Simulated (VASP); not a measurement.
# Sn2C (Pn-3m) in VASP: a series of runs

The runs below take Sn2C through single point, relaxation of cell and atoms, with PBE.

Everything below comes from runs of VASP 6.6.1. Logs are shortened: lines on timing, memory, paths and dates and some standing lists are left out, and cuts for length are marked.

## (1) The cell of the first run

It takes space group Pn-3m (No. 224, cubic). The conventional cell has a = 5.150 Å, b = 5.150 Å, c = 5.150 Å, α = 90.00°, β = 90.00°, γ = 90.00°. Within 2.9 Å of Sn (site symmetry -3m) lie 2 C at 2.23 Å. C (site symmetry -43m) has 4 Sn at 2.23 Å within 2.9 Å.

## (2) Single point, PBE

Input file INCAR:

```
SYSTEM = Sn2C
  PREC = Accurate
  ENCUT = 520
  EDIFF = 1E-6
  ISMEAR = 0
  SIGMA = 0.1
  LREAL = .False.
  LASPH = .True.
  NELM = 100
  ALGO = Normal
  ISIF = 2
  LWAVE = .False.
  LCHARG = .True.
  GGA = PE
  LELF = .True.
  LVHAR = .True.
  NBANDS = 41
```

Input file KPOINTS:

```
Automatic mesh
0
Gamma
  4 4 4
  0 0 0
```

Input file POSCAR:

```
Sn2C
1.0
    5.1500974400      0.0000000000      0.0000000000
    0.0000000000      5.1500974400      0.0000000000
    0.0000000000      0.0000000000      5.1500974400
Sn C
4 2
Direct
    0.2500000000      0.2500000000      0.2500000000
    0.2500000000      0.7500000000      0.7500000000
    0.7500000000      0.7500000000      0.2500000000
    0.7500000000      0.2500000000      0.7500000000
    0.0000000000      0.0000000000      0.0000000000
    0.5000000000      0.5000000000      0.5000000000
```

Potentials or basis: VASP PAW PBE potentials, release 64 (Sn_d, C).

The run is started by

```console
> cat potpaw_PBE.64/Sn_d/POTCAR potpaw_PBE.64/C/POTCAR > POTCAR
> mpirun -np 1 vasp_std > vasp.out
```

OUTCAR:

```text
SYSTEM = Sn2C
   PREC = Accurate
   ENCUT = 520
   EDIFF = 1E-6
   ISMEAR = 0
   LREAL = .False.
   LASPH = .True.
   NELM = 100
   ISIF = 2
   GGA = PE

 ion  position               nearest neighbor table
   1  0.250  0.250  0.250-   5 2.23   6 2.23   4 3.64   2 3.64   3 3.64   2 3.64   4 3.64   2 3.64
                             3 3.64   2 3.64   3 3.64   4 3.64   4 3.64   3 3.64
   2  0.250  0.750  0.750-   5 2.23   6 2.23   4 3.64   1 3.64   3 3.64   1 3.64   3 3.64   1 3.64
                             4 3.64   1 3.64   3 3.64   4 3.64   3 3.64   4 3.64
   3  0.750  0.750  0.250-   5 2.23   6 2.23   4 3.64   1 3.64   2 3.64   2 3.64   4 3.64   1 3.64
                             4 3.64   4 3.64   1 3.64   2 3.64   2 3.64   1 3.64
   4  0.750  0.250  0.750-   5 2.23   6 2.23   3 3.64   1 3.64   2 3.64   1 3.64   3 3.64   2 3.64
                             3 3.64   3 3.64   1 3.64   2 3.64   1 3.64   2 3.64
   5  0.000  0.000  0.000-   1 2.23   2 2.23   3 2.23   4 2.23
   6  0.500  0.500  0.500-   1 2.23   2 2.23   3 2.23   4 2.23

  LATTYP: Found a simple cubic cell.
 ALAT       =     5.1500974400

  Lattice vectors:

 A1 = (   5.1500974400,   0.0000000000,   0.0000000000)
 A2 = (   0.0000000000,   5.1500974400,   0.0000000000)
 A3 = (   0.0000000000,   0.0000000000,   5.1500974400)

Analysis of symmetry for initial positions (statically):
=====================================================================
 Subroutine PRICEL returns:
 Original cell was already a primitive cell.

 Routine SETGRP: Setting up the symmetry group for a
 simple cubic supercell.

 Subroutine GETGRP returns: Found 48 space group operations
 (whereof 24 operations were pure point group operations)
 out of a pool of 48 trial point group operations.

The static configuration has the point symmetry T_d .
 The point group associated with its full space group is O_h .

Analysis of symmetry for dynamics (positions and initial velocities):
=====================================================================
 Subroutine PRICEL returns:
 Original cell was already a primitive cell.

 Routine SETGRP: Setting up the symmetry group for a
 simple cubic supercell.

 Subroutine GETGRP returns: Found 48 space group operations
 (whereof 24 operations were pure point group operations)
 out of a pool of 48 trial point group operations.

The dynamic configuration has the point symmetry T_d .
 The point group associated with its full space group is O_h .
[... 93 lines left out ...]
   LREAL  =      F    real-space projection
   EDIFFG = 0.1E-04   stopping-criterion for IOM
   NSW    =      0    number of steps for IOM
   IBRION =     -1    ionic relax: 0-MD 1-quasi-New 2-CG
   NFREE  =      0    steps in history (QN), initial steepest desc. (CG)
   ISIF   =      2    stress and relaxation
   ISYM   =      2    0-nonsym 1-usesym 2-fastsym
   POTIM  = 0.5000    time-step for ionic-motion
   TEBEG  =    0.0;   TEEND  =   0.0 temperature during run
   PSTRESS=    0.0 pullay stress
   NELECT =      64.0000    total number of electrons
   NUPDOWN=      -1.0000    fix difference up-down
   EMIN   =  10.00;   EMAX   =-10.00  energy-range for DOS
   EFERMI =   0.00;   METHOD = LEGACY
   ISMEAR =     0;   SIGMA  =   0.10  broadening in eV -4-tet -1-fermi 0-gaus
   EFERMI_NEDOS =   21; number of points for ismear=-14 and -15
   IALGO  =     38    algorithm
   IMIX   =      4    mixing-type and parameters
     AMIX     =   0.40;   BMIX     =  1.00
     AMIX_MAG =   1.60;   BMIX_MAG =  1.00
  volume/ion in A,a.u.               =      22.77       153.64
  Fermi-wavevector in a.u.,A,eV,Ry     =   1.271509  2.402803 21.997011  1.616735
  Thomas-Fermi vector in A             =   2.404438
   LORBIT       =      0    0 simple, 1 ext, 2 COOP (PROOUT), +10 PAW based schemes
   GGA     = PE    functional components
   LHFCALC =     F    Hartree Fock is set to
   AEXX    =    0.0000 exact exchange contribution
   IVDW    =     0    specifies the selected vdW correction
   LEPSILON=     F    determine dielectric tensor
   LRPA    =     F    only Hartree local field effects (RPA)
 non-spin polarized calculation
 Gauss-broadening in eV      SIGMA  =   0.10
  energy-cutoff  :      520.00
  volume of cell :      136.60
 maximum number of plane-waves:      3743
 NGX is ok and might be reduce to    40
   NGX = 19   NGY = 19   NGZ = 19

 number of electron      63.9999969 magnetization

 Free energy of the ion-electron system (eV)
  ---------------------------------------------------
  ext. energy  EPLUGINS =         0.00000000
  ---------------------------------------------------
  free energy    TOTEN  =       -26.29945381 eV

  energy without entropy =      -26.24665181  energy(sigma->0) =      -26.27305281

 E-fermi :   6.7263     XC(G=0):  -9.9969

 val. band max:        6.7047998317   @ k =   0.5000   0.2500   0.2500
 cond. band min:       6.7397496210   @ k =   0.2500   0.2500   0.2500
 fundamental gap:      0.0349497893
 Fermi energy:         6.7263104621

 k-point     1 :       0.0000    0.0000    0.0000
  band No.  band energies     occupation
      1     -15.0311      2.00000
      2     -14.9406      2.00000
      3     -14.9406      2.00000
      4     -14.9131      2.00000
      5     -14.9131      2.00000
      6     -14.9131      2.00000
[... 429 lines left out ...]
     40      11.1040      0.00000
     41      11.1040      0.00000

------------------------ aborting loop because EDIFF is reached ----------------------------------------

  FORCE on cell =-STRESS in cart. coord.  units (eV):
  Direction    XX          YY          ZZ          XY          YZ          ZX
  --------------------------------------------------------------------------------------
  -------------------------------------------------------------------------------------
  Total       -1.1150865     -1.1150865     -1.1150865     -0.0000000      0.0000000      0.0000000
  in kB      -13.0789473    -13.0789473    -13.0789473     -0.0000000      0.0000000      0.0000000
  external PRESSURE =     -13.0789473 kB  Pullay stress =       0.0000000 kB

 VOLUME and BASIS-vectors are now :
 -----------------------------------------------------------------------------
  energy-cutoff  :      520.00
  volume of cell :      136.60
      direct lattice vectors                 reciprocal lattice vectors
     5.150097440  0.000000000  0.000000000     0.194171083  0.000000000  0.000000000
     0.000000000  5.150097440  0.000000000     0.000000000  0.194171083  0.000000000
     0.000000000  0.000000000  5.150097440     0.000000000  0.000000000  0.194171083

 POSITION                                       TOTAL-FORCE (eV/Angst)
 -----------------------------------------------------------------------------------
      1.28752      1.28752      1.28752         0.000000     -0.000000      0.000000
      1.28752      3.86257      3.86257        -0.000000     -0.000000      0.000000
      3.86257      3.86257      1.28752        -0.000000      0.000000      0.000000
      3.86257      1.28752      3.86257         0.000000      0.000000     -0.000000
      0.00000      0.00000      0.00000        -0.000000      0.000000      0.000000
      2.57505      2.57505      2.57505        -0.000000      0.000000      0.000000
 -----------------------------------------------------------------------------------
    total drift:                                0.000000      0.000000     -0.000000

  FREE ENERGIE OF THE ION-ELECTRON SYSTEM (eV)
  ---------------------------------------------------
  free  energy   TOTEN  =       -26.2994538061 eV

  energy  without entropy=      -26.2466518080  energy(sigma->0) =      -26.27305281
```

OSZICAR:

```text
N       E                     dE             d eps       ncg     rms          rms(c)
DAV:   1     0.671216137668E+03    0.67122E+03   -0.31389E+04   876   0.234E+03
DAV:   2     0.762771649874E+02   -0.59494E+03   -0.57486E+03   820   0.620E+02
DAV:   3    -0.228167642764E+02   -0.99094E+02   -0.96087E+02   938   0.205E+02
DAV:   4    -0.295539669601E+02   -0.67372E+01   -0.65626E+01   974   0.549E+01
DAV:   5    -0.297750994756E+02   -0.22113E+00   -0.22077E+00   949   0.102E+01    0.106E+01
DAV:   6    -0.264752307428E+02    0.32999E+01   -0.17118E+01  1076   0.201E+01    0.457E+00
DAV:   7    -0.263238345700E+02    0.15140E+00   -0.28105E+00   869   0.660E+00    0.259E+00
DAV:   8    -0.263232225239E+02    0.61205E-03   -0.82731E-01  1164   0.338E+00    0.901E-01
DAV:   9    -0.262998644496E+02    0.23358E-01   -0.72087E-02   986   0.143E+00    0.301E-01
DAV:  10    -0.262994378218E+02    0.42663E-03   -0.17343E-02   939   0.619E-01    0.996E-02
DAV:  11    -0.262994542739E+02   -0.16452E-04   -0.97598E-04   969   0.151E-01    0.313E-02
DAV:  12    -0.262994751799E+02   -0.20906E-04   -0.23063E-04   979   0.603E-02    0.324E-02
DAV:  13    -0.262994586286E+02    0.16551E-04   -0.37798E-05   959   0.331E-02    0.184E-02
DAV:  14    -0.262994540423E+02    0.45863E-05   -0.24350E-05   797   0.192E-02    0.283E-03
DAV:  15    -0.262994538061E+02    0.23625E-06   -0.10735E-06   542   0.590E-03
   1 F= -.26299454E+02 E0= -.26273053E+02  d E =-.528020E-01
```

Wall time 28 s (1 thread of Intel Xeon 6975P-C (Granite Rapids), shared host); peak memory 0.25 GiB.

Results:

- Free energy: -26.2995 eV
- Pressure: -1.3 GPa
- Band gap on the k mesh: zero (band 32 reaches 8.34 eV, above the bottom of band 33 at 6.74 eV)

Levels at points of the mesh, in eV from the Fermi level:
```csv
k point,band 28,band 29,band 30,band 31,band 32,band 33,band 34,band 35,band 36,band 37
"(0.00, 0.00, 0.00)",-3.70,-3.70,-3.00,-3.00,1.61,1.61,1.61,1.76,1.76,1.76
"(0.50, 0.00, 0.00)",-3.87,-1.48,-1.48,-0.45,-0.45,0.45,0.45,1.13,1.13,1.48
"(0.50, 0.50, 0.00)",-3.66,-2.57,-2.57,-1.10,-1.10,1.49,1.49,1.70,1.70,2.84
"(0.50, 0.50, 0.50)",-5.29,-0.62,-0.43,-0.43,-0.43,1.09,1.09,1.09,3.85,4.03
```

Caveat: spin-orbit coupling is left out, which moves the levels of the heavy elements.

(Continued in part 2 of 2.)
